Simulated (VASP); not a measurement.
Input of a VASP 6.6.1 run:

INCAR

```
  PREC = Accurate
  ENCUT = 520
  EDIFF = 1E-6
  ISMEAR = 0
  SIGMA = 0.1
  LREAL = F
  LASPH = T
  NELM = 60
  ALGO = Normal
  ISIF = 2
  LWAVE = F
  LCHARG = F
  GGA = PS
  NBANDS = 41
```

Contents of KPOINTS:

```
Automatic mesh
0
Gamma
  12 12 4
```

Contents of POSCAR:

```
AlCr2C
1.0
    2.8251010646      0.0000000000      0.0000000000
   -1.4125505323      2.4466092902      0.0000000000
    0.0000000000      0.0000000000     12.6013736800
Al Cr C
2 4 2
Direct
    0.6666666667      0.3333333333      0.2500000000
    0.3333333333      0.6666666667      0.7500000000
    0.3333333333      0.6666666667      0.4159834679
    0.6666666667      0.3333333333      0.9159834679
    0.6666666667      0.3333333333      0.5840165321
    0.3333333333      0.6666666667      0.0840165321
    0.0000000000      0.0000000000      0.5000000000
    0.0000000000      0.0000000000      0.0000000000
```

Potentials or basis: VASP PAW PBE potentials, release 64 (Al, Cr_pv, C).

Command:

```bash
$ cat potpaw_PBE.64/Al/POTCAR potpaw_PBE.64/Cr_pv/POTCAR potpaw_PBE.64/C/POTCAR > POTCAR
$ mpirun -np 1 vasp_std > vasp.out
```

Q: Estimate the band gap on the k mesh.

A: Zero (band 31 reaches 10.49 eV, above the bottom of band 32 at 9.61 eV).

Q: Predict the largest force.

A: 0.032 eV/Å.

Q: Estimate the pressure.

A: -1.7 GPa.

Forces on the atoms (eV/Å):
```
Al   0.000  0.000  0.000
Al   0.000  0.000  0.000
Cr   0.000  0.000 -0.032
Cr   0.000  0.000 -0.032
Cr   0.000  0.000  0.032
Cr   0.000  0.000  0.032
C    0.000  0.000  0.000
C    0.000  0.000  0.000
```

Caveat: the PAW data sets were made with another functional, which shifts forces and pressure a little. Spin polarisation is off, so any magnetic state and its effect on volume and gap are missing.
